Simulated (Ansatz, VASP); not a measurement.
## RuS: VASP beside Ansatz

File INCAR:

```
PREC = Accurate
ENCUT = 520
EDIFF = 1E-6
ISMEAR = 0
SIGMA = 0.05
LREAL = False
LASPH = True
NELM = 100
ALGO = Normal
ISIF = 2
LWAVE = False
LCHARG = True
GGA = PE
LELF = True
LVHAR = True
NBANDS = 17
```

Contents of KPOINTS:

```
Automatic mesh
0
Gamma
  10 10 10
```

POSCAR

```
RuS
1.0
    0.0000000000      2.6598358222      2.6598358222
    2.6598358222      0.0000000000      2.6598358222
    2.6598358222      2.6598358222      0.0000000000
Ru S
1 1
Direct
    0.0000000000      0.0000000000      0.0000000000
    0.2500000000      0.2500000000      0.2500000000
```

Input for Ansatz:

```yaml
crystal:
  lattice:
    - [0.0, 2.6598358222, 2.6598358222]
    - [2.6598358222, 0.0, 2.6598358222]
    - [2.6598358222, 2.6598358222, 0.0]
  atoms:
    - { symbol: Ru, position: [0.0, 0.0, 0.0] }
    - { symbol: S, position: [0.25, 0.25, 0.25] }
basis:
  ecutwfc: 420
  ecutrho_ratio: 4
kpoints:
  mp_grid: { grid: [10, 10, 10] }
hamiltonian:
  xc: pbe
scf:
  occupations: { method: gaussian, width: 0.05 }
output:
  forces: true
  stress: true
  eigenvalues: true
```

Alike in both runs: task single point; functional PBE; k mesh 10 × 10 × 10; occupations gaussian, width 0.05 eV; no spin polarisation.

|  | VASP | Ansatz |
| --- | --- | --- |
| version | VASP 6.6.1 | Ansatz 0.2.0 |
| potentials or method | VASP PAW PBE potentials, release 64 (Ru_pv, S), cutoff 520 eV | scalar-relativistic, plane waves, PAW |
| valence electrons in the cell | 20 | 22 |

|  | VASP | Ansatz | Ansatz less VASP |
| --- | --- | --- | --- |
| gap on the k mesh at the Fermi level (eV) | none | none | - |
| pressure (GPa) | -8.6 | -8.4 | +0.12 |

A gap of «none» marks a metal or a gap that the smearing closes. VASP's potentials hold 20 valence electrons a cell and Ansatz's 22, so a difference there can come from the potentials and not from the codes.
